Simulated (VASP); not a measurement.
# MoS2: single point with LDA

Crystal: MoS2.

```
Mo S
1.0
     3.03680    0.00000    0.00000
    -1.51840    2.62994    0.00000
     0.00000    0.00000   11.80989
Mo S
2 4
Direct
  0.33333 0.66667 0.25000
  0.66667 0.33333 0.75000
  0.33333 0.66667 0.62300
  0.66667 0.33333 0.12300
  0.33333 0.66667 0.87700
  0.66667 0.33333 0.37700
```

```json
{"Program": "VASP 6.6.1", "Task": "single point", "Functional": "LDA", "Potentials or basis": "VASP PAW LDA potentials, release 64 (Mo_sv, S)", "Cutoff": "520 eV", "k mesh": "8 × 8 × 2", "Occupations": "methfessel-paxton, width 0.05 eV", "Spin": "no spin polarisation"}
```

```
Pressure               : 18.3 GPa
Largest force          : 1.914 eV/Å
Band gap on the k mesh : 0.79 eV, indirect (least direct gap 2.24 eV)
```

Forces on the atoms (eV/Å):
```
Mo   0.000  0.000  0.000
Mo   0.000  0.000  0.000
S    0.000  0.000 -1.914
S    0.000  0.000 -1.914
S    0.000  0.000  1.914
S    0.000  0.000  1.914
```

Stress tensor (GPa, compression positive):
```
17.32  0.00  0.00
 0.00 17.32  0.00
 0.00  0.00 20.37
```

Levels at points of the mesh, in eV from the valence-band top:
```csv
k point,band 23,band 24,band 25,band 26,band 27,band 28,band 29,band 30
"(0.00, 0.00, 0.00)",-2.55,-1.70,-1.29,0.00,2.24,2.24,2.26,2.26
"(0.50, 0.00, 0.00)",-1.92,-1.74,-1.67,-1.61,1.76,1.82,2.15,2.56
"(0.00, 0.00, 0.50)",-2.58,-2.58,-0.36,-0.36,2.24,2.24,2.24,2.24
"(0.50, 0.00, 0.50)",-1.80,-1.80,-1.67,-1.67,1.79,1.79,2.37,2.37
```

Run time: 70 s on 1 thread of Intel(R) Xeon(R) Platinum 8259CL CPU @ 2.50GHz (Skylake/Cascade Lake) (shared host), peak memory 0.2 GiB.

Caveat: forces of over 1 eV/Å act on the atoms, so gaps and moduli don't describe the material at rest. A k mesh can miss the band edges.
